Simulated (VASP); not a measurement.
Al, 2 atoms in the cell. The structure is hexagonal, space group P6_3/mmc (No. 194). The conventional cell has a = 2.644 Å, b = 2.644 Å, c = 4.330 Å, α = 90.00°, β = 90.00°, γ = 120.00°. Al (site symmetry -6m2) has 12 Al at 2.64 to 2.65 Å within 3.5 Å. 

```yaml
Program: VASP 6.6.1
Task: single point
Functional: PBE
Potentials_or_basis: VASP PAW PBE potentials, release 64 (Al)
Cutoff: 520 eV
k_mesh: 11 × 11 × 6
Occupations: fermi-dirac, width 0.05 eV
Spin: no spin polarisation
Dipole_correction: no
Further_INCAR_settings: ALGO = Normal; EDIFF = 1e-07; NBANDS = 10
```

Potentials or basis: VASP PAW PBE potentials, release 64 (Al).

Launch:

```sh
$ cat potpaw_PBE.64/Al/POTCAR > POTCAR
$ mpirun -np 1 vasp_std > vasp.out
```

Hardware: 1 thread of Intel(R) Xeon(R) 6975P-C (Granite Rapids), with other jobs on the host.

**Question.** How long does it take, and how much memory?

**Answer.** Run time: 4.5 s on 1 thread of Intel(R) Xeon(R) 6975P-C (Granite Rapids), with other jobs on the host, peak memory 0.13 GiB. Counts: scf iterations 10, k points 64.
